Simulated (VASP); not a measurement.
# SmF (C2/m) in VASP: notebook

The runs below take SmF through single point, relaxation of cell and atoms, with PBE.

Program: VASP 6.6.1. These are calculated values, not measurements. Logs are shortened: lines on timing, memory, paths and dates and some standing lists are left out, and cuts for length are marked.

## 1. The cell of the first run

It takes space group C2/m (No. 12, monoclinic). Conventional cell: a = 6.875 Å, b = 3.108 Å, c = 3.918 Å, α = 90.00°, β = 90.76°, γ = 90.00°. Within 3.3 Å of Sm (site symmetry 2/m) lie 4 F at 2.50 Å and 2 Sm at 3.11 Å. Within 3.3 Å of F (site symmetry 2/m) lie 4 Sm at 2.50 Å and 2 F at 3.11 Å.

## 2. Single point, PBE

The input, INCAR:

```
SYSTEM = SmF
ALGO = Normal
EDIFF = 1E-6
ENCUT = 600
GGA = PE
GGA_COMPAT = .FALSE.
ISIF = 2
ISMEAR = 0
LASPH = .TRUE.
LCHARG = .FALSE.
LMAXMIX = 6
LREAL = .FALSE.
LWAVE = .FALSE.
NBANDS = 16
NELM = 200
PREC = Accurate
SIGMA = 0.1
```

The input, KPOINTS:

```
k-points
0
G
  6 6 4
  0 0 0
```

The input, POSCAR:

```
SmF
1.0
    3.4373598171     -1.5542206897      0.0000000000
    3.4373598171      1.5542206897      0.0000000000
   -0.0520045829      0.0000000000      3.9175561622
Sm F
1 1
Direct
    0.0000000000      0.0000000000      0.5000000000
    0.5000000000      0.5000000000      0.0000000000
```

Potentials or basis: VASP PAW PBE potentials, release 64 (Sm_3, F), 4f in core.

Run with:

```bash
> cat potpaw_PBE.64/Sm_3/POTCAR potpaw_PBE.64/F/POTCAR > POTCAR
> mpirun -np 1 vasp_std > vasp.out
```

OUTCAR:

```text
SYSTEM = SmF
   EDIFF = 1E-6
   ENCUT = 600
   GGA = PE
   ISIF = 2
   ISMEAR = 0
   LASPH = .TRUE.
   LREAL = .FALSE.
   NELM = 200
   PREC = Accurate

 ion  position               nearest neighbor table
   1  0.000  0.000  0.500-   2 2.50   2 2.50   2 2.50   2 2.50
   2  0.500  0.500  0.000-   1 2.50   1 2.50   1 2.50   1 2.50

  LATTYP: Found a base centered monoclinic cell.
 ALAT       =     6.8747196342
 B/A-ratio  =     0.4521553670
 C/A-ratio  =     0.5698997966
 COS(beta)  =    -0.0132735816

  Lattice vectors:

 A1 = (   3.4373598171,  -1.5542206897,   0.0000000000)
 A2 = (   3.4373598171,   1.5542206897,   0.0000000000)
 A3 = (  -0.0520045829,   0.0000000000,   3.9175561622)

Analysis of symmetry for initial positions (statically):
=====================================================================
 Subroutine PRICEL returns:
 Original cell was already a primitive cell.

 Routine SETGRP: Setting up the symmetry group for a
 base centered monoclinic supercell.

 Subroutine GETGRP returns: Found  4 space group operations
 (whereof  4 operations were pure point group operations)
 out of a pool of  4 trial point group operations.

The static configuration has the point symmetry C_2h.

Analysis of symmetry for dynamics (positions and initial velocities):
=====================================================================
 Subroutine PRICEL returns:
 Original cell was already a primitive cell.

 Routine SETGRP: Setting up the symmetry group for a
 base centered monoclinic supercell.

 Subroutine GETGRP returns: Found  4 space group operations
 (whereof  4 operations were pure point group operations)
 out of a pool of  4 trial point group operations.

The dynamic configuration has the point symmetry C_2h.

 Subroutine INISYM returns: Found  4 space group operations
 (whereof  4 operations are pure point group operations),
 and found     1 'primitive' translations

----------------------------------------------------------------------------------------

                                     Primitive cell

  volume of cell :      41.8584

  direct lattice vectors                    reciprocal lattice vectors
     3.437359817 -1.554220690  0.000000000     0.145460477 -0.321704635  0.001930952
     3.437359817  1.554220690  0.000000000     0.145460477  0.321704635  0.001930952
    -0.052004583  0.000000000  3.917556162     0.000000000  0.000000000  0.255261178

  length of vectors
     3.772405660  3.772405660  3.917901321     0.353067064  0.353067064  0.255261178

  position of ions in fractional coordinates (direct lattice)
     1.000000000  1.000000000  0.500000000
     0.500000000  0.500000000  0.000000000

  ion indices of the primitive-cell ions
   primitive index   ion index
                 1           1
                 2           2

----------------------------------------------------------------------------------------

 KPOINTS: k-points

Automatic generation of k-mesh.
 Grid dimensions read from file:
 generate k-points for:    6    6    4

 Generating k-lattice:

  Cartesian coordinates                     Fractional coordinates (reciprocal lattice)
     0.024243413 -0.053617439  0.000321825     0.166666667  0.000000000  0.000000000
     0.024243413  0.053617439  0.000321825     0.000000000  0.166666667  0.000000000
     0.000000000  0.000000000  0.063815294     0.000000000  0.000000000  0.250000000

  Length of vectors
     0.058844511  0.058844511  0.063815294

  Shift w.r.t. Gamma in fractional coordinates (k-lattice)
     0.000000000  0.000000000  0.000000000

 Subroutine IBZKPT returns following result:
 ===========================================

 Found     47 irreducible k-points:

 Following reciprocal coordinates:
            Coordinates               Weight
  0.000000  0.000000  0.000000      1.000000
  0.166667  0.000000  0.000000      4.000000
  0.333333 -0.000000  0.000000      4.000000
  0.500000  0.000000 -0.000000      2.000000
  0.166667  0.166667  0.000000      2.000000
  0.333333  0.166667 -0.000000      4.000000
[... 16 lines left out ...]
 -0.333333  0.166667  0.250000      4.000000
 -0.166667  0.166667  0.250000      4.000000
 [... further k-points ...]
   k-points           NKPTS =     47   k-points in BZ     NKDIM =     47   number of bands    NBANDS=     16
   number of dos      NEDOS =    301   number of ions     NIONS =      2
   total plane-waves  NPLWV =  28800
   dimension x,y,z NGX =    30 NGY =   30 NGZ =   32
   dimension x,y,z NGXF=    60 NGYF=   60 NGZF=   64
   ions per type =               1   1
   NGX,Y,Z   is equivalent  to a cutoff of  13.22, 13.22, 13.58 a.u.
   NGXF,Y,Z  is equivalent  to a cutoff of  26.44, 26.44, 27.16 a.u.
 SYSTEM =  SmF
   PREC   = accura    normal or accurate (medium, high low for compatibility)
   ISTART =      0    job   : 0-new  1-cont  2-samecut
   ICHARG =      2    charge: 1-file 2-atom 10-const
   ISPIN  =      1    spin polarized calculation?
   LNONCOLLINEAR =      F non collinear calculations
   LSORBIT =      F    spin-orbit coupling
   LASPH  =      T    aspherical Exc in radial PAW
   ENCUT  =  600.0 eV  44.10 Ry    6.64 a.u.   7.53  7.53  7.83*2*pi/ulx,y,z
   NELM   =    200;   NELMIN=  2; NELMDL= -5     # of ELM steps
   EDIFF  = 0.1E-05   stopping-criterion for ELM
   LREAL  =      F    real-space projection
   EDIFFG = 0.1E-04   stopping-criterion for IOM
   NSW    =      0    number of steps for IOM
   IBRION =     -1    ionic relax: 0-MD 1-quasi-New 2-CG
   NFREE  =      0    steps in history (QN), initial steepest desc. (CG)
   ISIF   =      2    stress and relaxation
   ISYM   =      2    0-nonsym 1-usesym 2-fastsym
   POTIM  = 0.5000    time-step for ionic-motion
   TEBEG  =    0.0;   TEEND  =   0.0 temperature during run
   PSTRESS=    0.0 pullay stress
   NELECT =      18.0000    total number of electrons
   NUPDOWN=      -1.0000    fix difference up-down
   EMIN   =  10.00;   EMAX   =-10.00  energy-range for DOS
   EFERMI =   0.00;   METHOD = LEGACY
   ISMEAR =     0;   SIGMA  =   0.10  broadening in eV -4-tet -1-fermi 0-gaus
   EFERMI_NEDOS =   21; number of points for ismear=-14 and -15
   IALGO  =     38    algorithm
   IMIX   =      4    mixing-type and parameters
     AMIX     =   0.40;   BMIX     =  1.00
     AMIX_MAG =   1.60;   BMIX_MAG =  1.00
  volume/ion in A,a.u.               =      20.93       141.24
  Fermi-wavevector in a.u.,A,eV,Ry     =   1.235676  2.335090 20.774678  1.526896
  Thomas-Fermi vector in A             =   2.370316
   LORBIT       =      0    0 simple, 1 ext, 2 COOP (PROOUT), +10 PAW based schemes
   GGA     = PE    functional components
   LHFCALC =     F    Hartree Fock is set to
   AEXX    =    0.0000 exact exchange contribution
   IVDW    =     0    specifies the selected vdW correction
   LEPSILON=     F    determine dielectric tensor
   LRPA    =     F    only Hartree local field effects (RPA)
 non-spin polarized calculation
 Gauss-broadening in eV      SIGMA  =   0.10
  energy-cutoff  :      600.00
  volume of cell :       41.86
 maximum number of plane-waves:      1434
   NGX = 15   NGY = 15   NGZ = 15

 number of electron      18.0000000 magnetization

 Free energy of the ion-electron system (eV)
  ---------------------------------------------------
  ext. energy  EPLUGINS =         0.00000000
  ---------------------------------------------------
  free energy    TOTEN  =       -10.92789065 eV

  energy without entropy =      -10.92311675  energy(sigma->0) =      -10.92550370

 E-fermi :   4.0547     XC(G=0):  -9.6919

 val. band max:        4.0536061662   @ k =  -0.3333   0.3333   0.2500
 cond. band min:       4.0852676832   @ k =  -0.1667   0.1667   0.5000
 fundamental gap:      0.0316615170
 Fermi energy:         4.0547216811

 k-point     1 :       0.0000    0.0000    0.0000
  band No.  band energies     occupation
      1     -37.9977      2.00000
      2     -22.1139      2.00000
      3     -17.6301      2.00000
      4     -17.0131      2.00000
      5     -16.4992      2.00000
      6      -3.4098      2.00000
[... 8 lines left out ...]
     15      12.0940      0.00000
     16      14.2522      0.00000

 k-point     2 :       0.1667    0.0000    0.0000
  band No.  band energies     occupation
      1     -37.9468      2.00000
      2     -22.1544      2.00000
      3     -17.5488      2.00000
      4     -17.0286      2.00000
      5     -16.8314      2.00000
      6      -3.7421      2.00000
[... 8 lines left out ...]
     15      13.1242      0.00000
     16      14.2741      0.00000

 k-point     3 :       0.3333   -0.0000    0.0000
  band No.  band energies     occupation
      1     -37.8428      2.00000
      2     -22.2595      2.00000
      3     -17.4298      2.00000
      4     -17.3794      2.00000
      5     -17.0223      2.00000
      6      -4.4326      2.00000
[... 8 lines left out ...]
     15      12.2946      0.00000
     16      14.3170      0.00000

 k-point     4 :       0.5000    0.0000   -0.0000
  band No.  band energies     occupation
      1     -37.7897      2.00000
      2     -22.3254      2.00000
      3     -17.6734      2.00000
      4     -17.2910      2.00000
      5     -17.0296      2.00000
      6      -4.7748      2.00000
[... 8 lines left out ...]
     15      13.2790      0.00000
     16      14.1259      0.00000

 k-point     5 :       0.1667    0.1667    0.0000
  band No.  band energies     occupation
      1     -37.9886      2.00000
      2     -22.1071      2.00000
      3     -17.6155      2.00000
      4     -17.1503      2.00000
      5     -16.5141      2.00000
      6      -3.4052      2.00000
[... 8 lines left out ...]
     15      13.4407      0.00000
     16      13.7307      0.00000

 k-point     6 :       0.3333    0.1667   -0.0000
  band No.  band energies     occupation
      1     -37.9330      2.00000
      2     -22.1446      2.00000
      3     -17.5265      2.00000
      4     -17.2365      2.00000
      5     -16.8476      2.00000
      6      -3.7364      2.00000
[... 8 lines left out ...]
     15      12.4173      0.00000
     16      15.3045      0.00000

 k-point     7 :       0.5000    0.1667   -0.0000
  band No.  band energies     occupation
      1     -37.8334      2.00000
      2     -22.2537      2.00000
      3     -17.4499      2.00000
      4     -17.3640      2.00000
      5     -17.1514      2.00000
      6      -4.4303      2.00000
[... 8 lines left out ...]
     15      11.3262      0.00000
     16      14.1329      0.00000

 k-point     8 :      -0.3333    0.1667    0.0000
  band No.  band energies     occupation
      1     -37.7897      2.00000
      2     -22.3251      2.00000
      3     -17.6597      2.00000
      4     -17.2910      2.00000
      5     -17.0471      2.00000
      6      -4.7650      2.00000
[... 8 lines left out ...]
     15      12.7223      0.00000
     16      14.6420      0.00000

 k-point     9 :      -0.1667    0.1667    0.0000
  band No.  band energies     occupation
      1     -37.8475      2.00000
      2     -22.2622      2.00000
      3     -17.4049      2.00000
      4     -17.3871      2.00000
      5     -16.9741      2.00000
      6      -4.4232      2.00000
[... 8 lines left out ...]
     15      12.9783      0.00000
     16      14.4025      0.00000
[... 172 lines left out ...]
 k-point    19 :      -0.1667    0.0000    0.2500
  band No.  band energies     occupation
      1     -37.9368      2.00000
      2     -22.2996      2.00000
      3     -17.3990      2.00000
      4     -17.0148      2.00000
      5     -16.8340      2.00000
      6      -4.2047      2.00000
[... 8 lines left out ...]
     15      10.9188      0.00000
     16      15.6640      0.00000

 k-point    20 :       0.1667    0.1667    0.2500
  band No.  band energies     occupation
      1     -37.9777      2.00000
      2     -22.3315      2.00000
      3     -17.3013      2.00000
      4     -17.1359      2.00000
      5     -16.4897      2.00000
      6      -3.9993      2.00000
[... 8 lines left out ...]
     15      11.4654      0.00000
     16      14.3285      0.00000

 k-point    21 :       0.3333    0.1667    0.2500
  band No.  band energies     occupation
      1     -37.9231      2.00000
      2     -22.2858      2.00000
      3     -17.3881      2.00000
      4     -17.2192      2.00000
      5     -16.8450      2.00000
      6      -4.1939      2.00000
[... 8 lines left out ...]
     15      12.5361      0.00000
     16      13.6840      0.00000

 k-point    22 :       0.5000    0.1667    0.2500
  band No.  band energies     occupation
      1     -37.8256      2.00000
      2     -22.2227      2.00000
      3     -17.7316      2.00000
      4     -17.3287      2.00000
      5     -17.1430      2.00000
      6      -4.3723      2.00000
[... 8 lines left out ...]
     15      11.8907      0.00000
     16      13.4484      0.00000

 k-point    23 :      -0.3333    0.1667    0.2500
  band No.  band energies     occupation
      1     -37.7829      2.00000
      2     -22.2077      2.00000
      3     -17.9421      2.00000
      4     -17.4571      2.00000
      5     -17.0376      2.00000
      6      -4.2141      2.00000
[... 8 lines left out ...]
     15      12.4730      0.00000
     16      13.8271      0.00000

 k-point    24 :      -0.1667    0.1667    0.2500
  band No.  band energies     occupation
      1     -37.8395      2.00000
      2     -22.2362      2.00000
      3     -17.7123      2.00000
      4     -17.3243      2.00000
      5     -16.9640      2.00000
      6      -4.3720      2.00000
[... 8 lines left out ...]
     15      11.4984      0.00000
     16      14.1156      0.00000

 [... further k-points ...]

------------------------ aborting loop because EDIFF is reached ----------------------------------------

  FORCE on cell =-STRESS in cart. coord.  units (eV):
  Direction    XX          YY          ZZ          XY          YZ          ZX
  --------------------------------------------------------------------------------------
  -------------------------------------------------------------------------------------
  Total        0.2956424      0.1366447     -0.0246428      0.0000000      0.0000000      0.0325753
  in kB       11.3160385      5.2302258     -0.9432319      0.0000000      0.0000000      1.2468564
  external PRESSURE =       5.2010108 kB  Pullay stress =       0.0000000 kB

 VOLUME and BASIS-vectors are now :
 -----------------------------------------------------------------------------
  energy-cutoff  :      600.00
  volume of cell :       41.86
      direct lattice vectors                 reciprocal lattice vectors
     3.437359817 -1.554220690  0.000000000     0.145460477 -0.321704635  0.001930952
     3.437359817  1.554220690  0.000000000     0.145460477  0.321704635  0.001930952
    -0.052004583  0.000000000  3.917556162     0.000000000  0.000000000  0.255261178

 POSITION                                       TOTAL-FORCE (eV/Angst)
 -----------------------------------------------------------------------------------
     -0.02600      0.00000      1.95878        -0.000000     -0.000000      0.000000
      3.43736      0.00000      0.00000         0.000000      0.000000      0.000000
 -----------------------------------------------------------------------------------
    total drift:                                0.000000      0.000000     -0.000000

  FREE ENERGIE OF THE ION-ELECTRON SYSTEM (eV)
  ---------------------------------------------------
  free  energy   TOTEN  =       -10.9278906487 eV

  energy  without entropy=      -10.9231167510  energy(sigma->0) =      -10.92550370
```

Wall time 46 s (1 thread of AMD EPYC 7R43 (Zen 3), shared host); peak memory 0.16 GiB.

What came out:

| Property | Result |
| --- | --- |
| Free energy | -10.9279 eV |
| Pressure | 0.5 GPa |
| Band gap on the k mesh | zero (bands 9 and 10 overlap by 1.41 eV) |

Caveat: the k points lie up to 0.40 Å⁻¹ apart, too coarse for converged energies and pressures of a metal; spin-orbit coupling is left out, which moves the levels of the heavy elements; the 4f electrons are frozen in the core, so they carry no moment and show no levels; the run has no spin polarisation, though such a crystal can be magnetic. With open d or f shells a metallic result of PBE can be an artefact of self-interaction; +U or a hybrid may open a gap.

(Part 1 of 2 ends here.)
